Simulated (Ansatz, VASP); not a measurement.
## CrGe15 in VASP and in Ansatz

```xyz
16
Lattice="0.0000 5.6575 5.6575 5.6575 0.0000 5.6575 5.6575 5.6575 0.0000" Properties=species:S:1:pos:R:3 pbc="T T T"
Cr   11.3151    5.6575    5.6575
Ge    2.8288    2.8288    0.0073
Ge    2.8288    0.0073    2.8288
Ge    5.6503    2.8288    2.8288
Ge    0.0073    2.8288    2.8288
Ge    2.8288    5.6503    2.8288
Ge    2.8288    2.8288    5.6503
Ge    5.6575    5.6575    5.6575
Ge    1.4386    1.4386    1.4386
Ge    4.2190    4.2190    1.4386
Ge    4.2190    1.4386    4.2190
Ge    7.0716    4.2435    4.2435
Ge    1.4386    4.2190    4.2190
Ge    4.2435    7.0716    4.2435
Ge    4.2435    4.2435    7.0716
Ge    7.0716    7.0716    7.0716
```

Alike in both runs: task single point; functional PBEsol; k mesh 3 × 3 × 3; occupations gaussian, width 0.05 eV; collinear spin; Hubbard terms Cr d U = 3.0 eV.

```csv
,VASP,Ansatz
version,VASP 6.6.1,Ansatz 0.2.0
potentials or method,"VASP PAW PBE potentials, release 64 (Cr_pv, Ge_d), cutoff 520 eV","scalar-relativistic, plane waves, PAW"
valence electrons in the cell,222,224
```

Ansatz gave:

| Quantity | Value |
| --- | --- |
| gap on the k mesh at the Fermi level (eV) | none |
| pressure (GPa) | 1.7 |
| rms of the force components (eV/Å) | 0.002 |
| net moment per atom (μB) | 0.30 |
| size of the moment on the site where the two differ most (μB) | 3.70 |

Which values does VASP return?

gap on the k mesh at the Fermi level (eV): none; pressure (GPa): 1.5; rms of the force components (eV/Å): 0.024; net moment per atom (μB): 0.30; size of the moment on the site where the two differ most (μB): 3.96.

VASP's potentials were made for PBE, not for PBEsol. Site moments also hang on the region over which each program counts them. The programs project onto different local orbitals, so the same U acts differently, and such runs can settle in different states. Atom by atom the forces differ by 0.023 eV/Å (rms over components). A gap of «none» marks a metal or a gap that the smearing closes. VASP's potentials hold 222 valence electrons a cell and Ansatz's 224, so a difference there can come from the potentials and not from the codes. Ansatz's warnings: filled band counts differ across k points, specified occupation not kept, symmetry narrowed by occupation matrices.
